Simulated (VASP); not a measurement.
A run of VASP 6.6.1:

File INCAR:

```
  PREC = Accurate
  ENCUT = 520
  EDIFF = 1E-7
  ISMEAR = 0
  SIGMA = 0.1
  LREAL = False
  LASPH = True
  NELM = 80
  ALGO = Normal
  ISIF = 2
  LWAVE = False
  LCHARG = False
  GGA = PE
  NBANDS = 23
```

Contents of KPOINTS:

```
regular mesh
0
Gamma
  4 4 6
```

File POSCAR:

```
Si2Se
1.0
    4.9595621883      0.0000000000      0.0000000000
    0.0000000000      7.2142496614      0.0000000000
    0.0000000000      0.0000000000      3.2702695278
Si Se
4 2
Direct
    0.1418024599      0.3596743505      0.0000000000
    0.8581975401      0.6403256495      0.0000000000
    0.6418024599      0.1403256495      0.5000000000
    0.3581975401      0.8596743505      0.5000000000
    0.0000000000      0.0000000000      0.0000000000
    0.5000000000      0.5000000000      0.5000000000
```

Potentials or basis: VASP PAW PBE potentials, release 64 (Si, Se).

Command:

```console
$ cat potpaw_PBE.64/Si/POTCAR potpaw_PBE.64/Se/POTCAR > POTCAR
$ mpirun -np 1 vasp_std > vasp.out
```

Hardware: 1 thread of Intel Xeon 8259CL, on a shared host.

Question: Estimate the wall time of this run.

Answer: Run time: 72 s on 1 thread of Intel Xeon 8259CL, on a shared host, peak memory 0.23 GiB. Counts: scf iterations 14, k points 36.
